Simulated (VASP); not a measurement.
# CsMgBiO3 (R3m) in VASP: a series of runs, part 3 of 3

VASP 6.6.1. Earlier steps stand in the parts before.

## (5) Single point, r2SCAN

This run uses another cell than the first one, of 23.43 Å³/atom.

Contents of POSCAR:

```
CsMgBiO3
1.0
    3.1824748747      1.8374027256      4.0068634093
   -3.1824748747      1.8374027256      4.0068634093
    0.0000000000     -3.6748054512      4.0068634093
Cs Mg Bi O
1 1 1 3
Direct
    0.8935475076      0.8935475076      0.8935475076
    0.3170243113      0.3170243113      0.3170243113
    0.5717292647      0.5717292647      0.5717292647
    0.4942311470      0.9790311124      0.4942311470
    0.4942311470      0.4942311470      0.9790311124
    0.9790311124      0.4942311470      0.4942311470
```

Contents of INCAR.step1:

```
SYSTEM = CsMgBiO3
  PREC = Accurate
  ENCUT = 660
  ISMEAR = -1
  SIGMA = 0.01
  LREAL = .FALSE.
  LASPH = .TRUE.
  NELM = 120
  NBANDS = 31
  GGA = PE
  ALGO = Normal
  EDIFF = 1E-5
  LWAVE = .TRUE.
  LCHARG = .FALSE.
  GGA_COMPAT = .FALSE.
```

Contents of INCAR.step2:

```
SYSTEM = CsMgBiO3
  PREC = Accurate
  ENCUT = 660
  EDIFF = 1E-6
  ISMEAR = -1
  SIGMA = 0.01
  LREAL = .FALSE.
  LASPH = .TRUE.
  NELM = 120
  ALGO = Normal
  ISIF = 2
  LWAVE = .FALSE.
  LCHARG = .TRUE.
  METAGGA = R2SCAN
  LMIXTAU = .TRUE.
  LELF = .TRUE.
  LVHAR = .TRUE.
  NBANDS = 31
  ISTART = 1
  GGA_COMPAT = .FALSE.
```

Contents of KPOINTS:

```
Automatic mesh
0
G
  4 4 4
  0 0 0
```

Potentials or basis: VASP PAW PBE potentials, release 64 (Cs_sv, Mg, Bi_d, O).

Started as:

```bash
cat potpaw_PBE.64/Cs_sv/POTCAR potpaw_PBE.64/Mg/POTCAR potpaw_PBE.64/Bi_d/POTCAR potpaw_PBE.64/O/POTCAR > POTCAR
cp INCAR.step1 INCAR
mpirun -np 1 vasp_std > vasp.out
cp INCAR.step2 INCAR
mpirun -np 1 vasp_std > vasp.out
```

OUTCAR:

```text
SYSTEM = CsMgBiO3
   PREC = Accurate
   ENCUT = 660
   EDIFF = 1E-6
   ISMEAR = -1
   LREAL = .FALSE.
   LASPH = .TRUE.
   NELM = 120
   ISIF = 2
   METAGGA = R2SCAN
   ISTART = 1

 ion  position               nearest neighbor table
   1  0.894  0.894  0.894-
   2  0.317  0.317  0.317-   4 1.89   6 1.89   5 1.89   3 3.06
   3  0.572  0.572  0.572-   4 2.05   6 2.05   5 2.05   2 3.06
   4  0.494  0.979  0.494-   2 1.89   3 2.05
   5  0.494  0.494  0.979-   2 1.89   3 2.05
   6  0.979  0.494  0.494-   2 1.89   3 2.05

  LATTYP: Found a trigonal (rhomboedric) cell.
 ALAT       =     5.4368326703
 COS(alpha) =     0.3147200441

  Lattice vectors:

 A1 = (   3.1824748747,   1.8374027256,   4.0068634093)
 A2 = (  -3.1824748747,   1.8374027256,   4.0068634093)
 A3 = (   0.0000000000,  -3.6748054512,   4.0068634093)

Analysis of symmetry for initial positions (statically):
=====================================================================
 Subroutine PRICEL returns:
 Original cell was already a primitive cell.

 Routine SETGRP: Setting up the symmetry group for a
 trigonal (rhombohedral) supercell.

 Subroutine GETGRP returns: Found  6 space group operations
 (whereof  6 operations were pure point group operations)
 out of a pool of 12 trial point group operations.

The static configuration has the point symmetry C_3v.

Analysis of symmetry for dynamics (positions and initial velocities):
=====================================================================
 Subroutine PRICEL returns:
 Original cell was already a primitive cell.

 Routine SETGRP: Setting up the symmetry group for a
 trigonal (rhombohedral) supercell.

 Subroutine GETGRP returns: Found  6 space group operations
 (whereof  6 operations were pure point group operations)
 out of a pool of 12 trial point group operations.

The dynamic configuration has the point symmetry C_3v.

 Subroutine INISYM returns: Found  6 space group operations
 (whereof  6 operations are pure point group operations),
 and found     1 'primitive' translations
[... 113 lines left out ...]
  Fermi-wavevector in a.u.,A,eV,Ry     =   1.111520  2.100469 16.809686  1.235477
  Thomas-Fermi vector in A             =   2.248084
   LORBIT       =      0    0 simple, 1 ext, 2 COOP (PROOUT), +10 PAW based schemes
   METAGGA = R2SCAN    functional components
   LHFCALC =     F    Hartree Fock is set to
   AEXX    =    0.0000 exact exchange contribution
   IVDW    =     0    specifies the selected vdW correction
   LEPSILON=     F    determine dielectric tensor
   LRPA    =     F    only Hartree local field effects (RPA)
 non-spin polarized calculation
  energy-cutoff  :      660.00
  volume of cell :      140.58
 maximum number of plane-waves:      5477
 NGX is ok and might be reduce to    48
   NGX = 23   NGY = 23   NGZ = 23

 number of electron      44.0000000 magnetization

 Free energy of the ion-electron system (eV)
  ---------------------------------------------------
  ext. energy  EPLUGINS =         0.00000000
  ---------------------------------------------------
  free energy    TOTEN  =      -115.90968154 eV

  energy without entropy =     -115.90968154  energy(sigma->0) =     -115.90968154

 E-fermi :   1.4574     XC(G=0):  -8.7095

 val. band max:        1.1591371902   @ k =   0.5000   0.5000   0.5000
 cond. band min:       4.5844296581   @ k =   0.5000   0.5000   0.2500
 fundamental gap:      3.4252924679
 Fermi energy:         1.4573548017

 k-point     1 :       0.0000    0.0000    0.0000
  band No.  band energies     occupation
      1     -21.6486      2.00000
      2     -21.6486      2.00000
      3     -21.2731      2.00000
      4     -21.2354      2.00000
      5     -21.2354      2.00000
      6     -19.9939      2.00000
[... 431 lines left out ...]
     30       9.9870      0.00000
     31       9.9870      0.00000

------------------------ aborting loop because EDIFF is reached ----------------------------------------

  FORCE on cell =-STRESS in cart. coord.  units (eV):
  Direction    XX          YY          ZZ          XY          YZ          ZX
  --------------------------------------------------------------------------------------
  -------------------------------------------------------------------------------------
  Total        0.1052729      0.1052729      0.0378439      0.0000000      0.0000000      0.0000000
  in kB        1.1997813      1.1997813      0.4313023      0.0000000      0.0000000      0.0000000
  external PRESSURE =       0.9436217 kB  Pullay stress =       0.0000000 kB

 VOLUME and BASIS-vectors are now :
 -----------------------------------------------------------------------------
  energy-cutoff  :      660.00
  volume of cell :      140.58
      direct lattice vectors                 reciprocal lattice vectors
     3.182474875  1.837402726  4.006863409     0.157110431  0.090707750  0.083190591
    -3.182474875  1.837402726  4.006863409    -0.157110431  0.090707750  0.083190591
     0.000000000 -3.674805451  4.006863409     0.000000000 -0.181415500  0.083190591

 POSITION                                       TOTAL-FORCE (eV/Angst)
 -----------------------------------------------------------------------------------
      0.00000      0.00000     10.74097         0.000000      0.000000      0.003650
      0.00000      0.00000      3.81082         0.000000      0.000000      0.017980
      0.00000      0.00000      6.87252         0.000000      0.000000     -0.175167
     -1.54286      0.89077      7.88348        -0.101352      0.058516      0.051179
      0.00000     -1.78155      7.88348         0.000000     -0.117032      0.051179
      1.54286      0.89077      7.88348         0.101352      0.058516      0.051179
 -----------------------------------------------------------------------------------
    total drift:                                0.000000      0.000000     -0.000030

  FREE ENERGIE OF THE ION-ELECTRON SYSTEM (eV)
  ---------------------------------------------------
  free  energy   TOTEN  =      -115.9096815359 eV

  energy  without entropy=     -115.9096815359  energy(sigma->0) =     -115.90968154
```

OUTCAR.step1:

```text
SYSTEM = CsMgBiO3
   PREC = Accurate
   ENCUT = 660
   ISMEAR = -1
   LREAL = .FALSE.
   LASPH = .TRUE.
[... 665 lines left out ...]
     -1.54286      0.89077      7.88348        -0.215652      0.124507      0.200400
      0.00000     -1.78155      7.88348        -0.000000     -0.249013      0.200400
      1.54286      0.89077      7.88348         0.215652      0.124507      0.200400
 -----------------------------------------------------------------------------------
    total drift:                               -0.000000      0.000000     -0.001130

  FREE ENERGIE OF THE ION-ELECTRON SYSTEM (eV)
  ---------------------------------------------------
  free  energy   TOTEN  =       -30.5862673267 eV

  energy  without entropy=      -30.5862673267  energy(sigma->0) =      -30.58626733
```

OSZICAR.step1:

```text
N       E                     dE             d eps       ncg     rms          rms(c)
DAV:   1     0.442536932333E+03    0.44254E+03   -0.23689E+04   806   0.162E+03
DAV:   2     0.153020196394E+02   -0.42723E+03   -0.40373E+03   930   0.382E+02
DAV:   3    -0.368901140241E+02   -0.52192E+02   -0.51472E+02   970   0.142E+02
DAV:   4    -0.387369431593E+02   -0.18468E+01   -0.18392E+01   974   0.307E+01
DAV:   5    -0.388003894234E+02   -0.63446E-01   -0.63437E-01  1077   0.530E+00    0.157E+01
DAV:   6    -0.305319872632E+02    0.82684E+01   -0.35464E+01  1202   0.684E+01    0.551E+00
DAV:   7    -0.306863408666E+02   -0.15435E+00   -0.48038E+00   918   0.116E+01    0.353E+00
DAV:   8    -0.306720469258E+02    0.14294E-01   -0.13767E+00   976   0.758E+00    0.221E+00
DAV:   9    -0.305768451242E+02    0.95202E-01   -0.45867E-01  1148   0.446E+00    0.289E-01
DAV:  10    -0.305851419942E+02   -0.82969E-02   -0.30638E-02   906   0.106E+00    0.155E-01
DAV:  11    -0.305859928281E+02   -0.85083E-03   -0.50702E-03  1018   0.409E-01    0.482E-02
DAV:  12    -0.305862342132E+02   -0.24139E-03   -0.52335E-04  1021   0.194E-01    0.212E-02
DAV:  13    -0.305862617735E+02   -0.27560E-04   -0.46771E-05   901   0.431E-02    0.863E-03
DAV:  14    -0.305862673267E+02   -0.55532E-05   -0.13074E-05   702   0.317E-02
   1 F= -.30586267E+02 E0= -.30586267E+02  d E =-.225867E-14
```

Wall time 4.4 min (1 thread of Intel Xeon Platinum 8488C (Sapphire Rapids), shared host); peak memory 0.42 GiB.

Results:

```
Free energy            : -115.9097 eV
Pressure               : 0.1 GPa
Largest force          : 0.175 eV/Å
Band gap on the k mesh : 3.43 eV (least direct gap 3.54 eV)
```

Forces on the atoms (eV/Å):
```
Cs   0.000  0.000  0.004
Mg   0.000  0.000  0.018
Bi   0.000  0.000 -0.175
O   -0.101  0.059  0.051
O    0.000 -0.117  0.051
O    0.101  0.059  0.051
```

Caveat: the PAW data sets were made with another functional, which shifts forces and pressure a little; spin-orbit coupling is left out, which moves the levels of the heavy elements.

## (6) Relaxation of cell and atoms, LDA

This run uses another cell than the first one, of 22.88 Å³/atom.

Contents of INCAR:

```
PREC = Accurate
ENCUT = 600
EDIFF = 1E-7
ISMEAR = -1
SIGMA = 0.01
LREAL = False
LASPH = True
NELM = 120
ALGO = Normal
ISIF = 3
LWAVE = False
LCHARG = False
IBRION = 2
NSW = 80
EDIFFG = -0.005
GGA_COMPAT = False
NELMIN = 4
```

Contents of KPOINTS:

```
Automatic mesh
0
Gamma
  4 4 4
```

Contents of POSCAR:

```
CsMgBiO3
1.0
    3.2305168850      1.8651397932      3.7970092067
   -3.2305168850      1.8651397932      3.7970092067
    0.0000000000     -3.7302795864      3.7970092067
Cs Mg Bi O
1 1 1 3
Direct
    0.9172816533      0.9172816533      0.9172816533
    0.3021917433      0.3021917433      0.3021917433
    0.5652985533      0.5652985533      0.5652985533
    0.4913922600      0.9822380200      0.4913922600
    0.4913922600      0.4913922600      0.9822380200
    0.9822380200      0.4913922600      0.4913922600
```

Potentials or basis: VASP PAW LDA potentials, release 64 (Cs_sv, Mg, Bi_d, O).

Started as:

```bash
cat potpaw_LDA.64/Cs_sv/POTCAR potpaw_LDA.64/Mg/POTCAR potpaw_LDA.64/Bi_d/POTCAR potpaw_LDA.64/O/POTCAR > POTCAR
mpirun -np 1 vasp_std > vasp.out
```

It took 16 min on 1 thread of Intel Xeon Platinum 8488C (Sapphire Rapids), shared host; peak memory 0.32 GiB.

Results (log left out):

- Free energy: -34.2226 eV
- Relaxed volume: 21.21 Å³/atom
- Relaxed cell: a = 5.199 Å, b = 5.199 Å, c = 5.199 Å, α = 74.27°, β = 74.27°, γ = 74.27°
- Space group after relaxing (to 0.1 Å): R3m (No. 160)
- Energy gained by relaxing: 25.7 meV/atom
- Ionic steps: 34
- Pressure after relaxing: 0.0 GPa
- Largest force after relaxing: 0.004 eV/Å
- Band gap on the k mesh: 2.63 eV

Forces in eV/Å, atoms in the order of the input:
```
Cs   0.000  0.000 -0.003
Mg   0.000  0.000 -0.004
Bi   0.000  0.000  0.003
O    0.000  0.000  0.002
O    0.000  0.000  0.002
O    0.000  0.000  0.002
```

Step by step:
| step | energy change (eV) | largest force (eV/Å) | pressure (GPa) | volume (Å³) |
| --- | --- | --- | --- | --- |
| 1 | 0.0000 | 0.7891 | -4.27 | 137.27 |
| 2 | -0.0256 | 2.1110 | 3.71 | 125.49 |
| 3 | -0.1158 | 0.6310 | -0.43 | 130.75 |
| 4 | -0.1315 | 0.2313 | -0.13 | 128.98 |
| 5 | -0.1315 | 0.2534 | -0.11 | 128.86 |
| 6 | -0.1394 | 0.1130 | -0.02 | 127.94 |
| 7 | -0.1413 | 0.1156 | 0.07 | 127.22 |
| 8 | -0.1427 | 0.1112 | -0.10 | 127.28 |
| 9 | -0.1440 | 0.1868 | -0.45 | 127.40 |
| 10 | -0.1446 | 0.1667 | -0.42 | 127.31 |
| 11 | -0.1460 | 0.1077 | -0.32 | 127.05 |
| 12 | -0.1480 | 0.0744 | -0.13 | 126.54 |
| 13 | -0.1475 | 0.2572 | 0.28 | 125.52 |
| 14 | -0.1485 | 0.1111 | 0.03 | 126.12 |
| 15 | -0.1495 | 0.0714 | 0.05 | 125.95 |
| 16 | -0.1502 | 0.0983 | 0.10 | 125.52 |
| 17 | -0.1503 | 0.0737 | 0.10 | 125.61 |
| 18 | -0.1509 | 0.0566 | 0.07 | 125.64 |
| 19 | -0.1517 | 0.0552 | 0.00 | 125.72 |
| 20 | -0.1517 | 0.0617 | -0.01 | 125.73 |
| 21 | -0.1519 | 0.0597 | 0.05 | 125.72 |
| 22 | -0.1523 | 0.0627 | 0.23 | 125.69 |
| 23 | -0.1524 | 0.0569 | 0.22 | 125.73 |
| 24 | -0.1527 | 0.0435 | 0.19 | 125.83 |
| 25 | -0.1531 | 0.0296 | 0.13 | 126.04 |
| 26 | -0.1536 | 0.0758 | 0.02 | 126.45 |
| 27 | -0.1537 | 0.1121 | -0.03 | 126.65 |
| 28 | -0.1539 | 0.0952 | -0.02 | 126.79 |
| 29 | -0.1541 | 0.0685 | -0.02 | 127.00 |
| 30 | -0.1542 | 0.0289 | 0.00 | 127.42 |
| 31 | -0.1542 | 0.0397 | 0.00 | 127.22 |
| 32 | -0.1542 | 0.0254 | 0.01 | 127.21 |
| 33 | -0.1543 | 0.0100 | 0.06 | 127.17 |
| 34 | -0.1543 | 0.0043 | 0.03 | 127.23 |

Final structure:
```cif
data_structure
_symmetry_space_group_name_H-M 'P 1'
_symmetry_Int_Tables_number 1
_cell_length_a 5.1995
_cell_length_b 5.1995
_cell_length_c 5.1995
_cell_angle_alpha 74.266
_cell_angle_beta 74.266
_cell_angle_gamma 74.266
_cell_volume 127.23
loop_
_atom_site_label
_atom_site_type_symbol
_atom_site_fract_x
_atom_site_fract_y
_atom_site_fract_z
_atom_site_occupancy
Cs1 Cs 0.90179 0.90179 0.90179 1
Mg1 Mg 0.30597 0.30597 0.30597 1
Bi1 Bi 0.56537 0.56537 0.56537 1
O1 O 0.49681 0.98305 0.49681 1
O2 O 0.49681 0.49681 0.98305 1
O3 O 0.98305 0.49681 0.49681 1
```

Levels at points of the mesh, in eV from the valence-band top:
| k point | band 19 | band 20 | band 21 | band 22 | band 23 | band 24 | band 25 | band 26 |
| --- | --- | --- | --- | --- | --- | --- | --- | --- |
| (0.00, 0.00, 0.00) | -2.02 | -1.57 | -1.57 | -1.14 | 2.78 | 4.62 | 4.62 | 5.72 |
| (0.50, 0.00, 0.00) | -2.07 | -1.63 | -1.49 | -1.17 | 3.03 | 4.39 | 5.02 | 5.49 |
| (0.50, 0.50, 0.00) | -1.92 | -1.63 | -1.38 | -0.53 | 2.96 | 3.60 | 4.18 | 5.30 |
| (0.50, 0.50, 0.50) | -1.55 | -1.55 | -1.06 | 0.00 | 2.63 | 2.63 | 2.80 | 3.92 |

Caveat: spin-orbit coupling is left out, which moves the levels of the heavy elements. A k mesh can miss the band edges.

## (7) Summary

```csv
task,level,potentials or basis,cell,cutoff (eV),gap on the mesh (eV),pressure (GPa),largest force (eV/Å)
single point,LDA,"VASP PAW LDA potentials, release 64 (Cs_sv, Mg, Bi_d, O)","a = 5.234 Å, angles 73.7°, 6 atoms, atomic positions A",600,2.72,0.0,0.11
single point,PBEsol,"VASP PAW PBE potentials, release 64 (Cs_sv, Mg, Bi_d, O)","a = 5.370 Å, angles 72.6°, 6 atoms, atomic positions B",600,2.85,0.0,0.09
single point,PBE+D4,"VASP PAW PBE potentials, release 64 (Cs_sv, Mg, Bi_d, O)","a = 5.374 Å, angles 73.3°, 6 atoms, atomic positions C",600,2.79,0.0,0.09
single point,r2SCAN,"VASP PAW PBE potentials, release 64 (Cs_sv, Mg, Bi_d, O)","a = 5.437 Å, angles 71.7°, 6 atoms, atomic positions D",660,3.43,0.1,0.18
relaxation of cell and atoms,LDA,"VASP PAW LDA potentials, release 64 (Cs_sv, Mg, Bi_d, O)","relaxed from a = 5.323 Å, angles 74.7°, 6 atoms, atomic positions E",600,2.63,0.0,-
```

Alike in all rows: no spin polarisation; k mesh 4 × 4 × 4; smearing fermi-dirac 0.01 eV.

Caveats: spin-orbit coupling is left out, which moves the levels of the heavy elements; the PAW data sets were made with another functional, which shifts forces and pressure a little (at least some runs).

Absolute energies hang on the potentials; compare differences alone.
